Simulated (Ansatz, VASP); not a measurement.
## Ga2AsN in VASP and in Ansatz

```
N Ga As
1.0
     3.46390    0.00000    0.00000
     0.00000    3.46390    0.00000
     0.00000    0.00000    4.84503
N Ga As
1 2 1
Direct
  0.00000 0.00000 0.00000
  0.00000 0.00000 0.50000
  0.50000 0.50000 0.00000
  0.50000 0.50000 0.50000
```

Alike in both runs: task single point; functional r2SCAN; k mesh 8 × 8 × 6; occupations fermi-dirac, width 0.02 eV; no spin polarisation.

```csv
,VASP,Ansatz
version,VASP 6.6.1,Ansatz 0.2.0
potentials or method,"VASP PAW PBE potentials, release 64 (N, Ga_d, As)","plane waves, PAW"
plane-wave cutoff (eV),520,500
valence electrons in the cell,36,46
```

Ansatz gave:

- pressure (GPa): -0.1

What did VASP give for the same quantities?

Pressure (GPa): 0.1.

VASP's potentials were made for PBE, not for r2SCAN. VASP's potentials hold 36 valence electrons a cell and Ansatz's 46, so a difference there can come from the potentials and not from the codes.
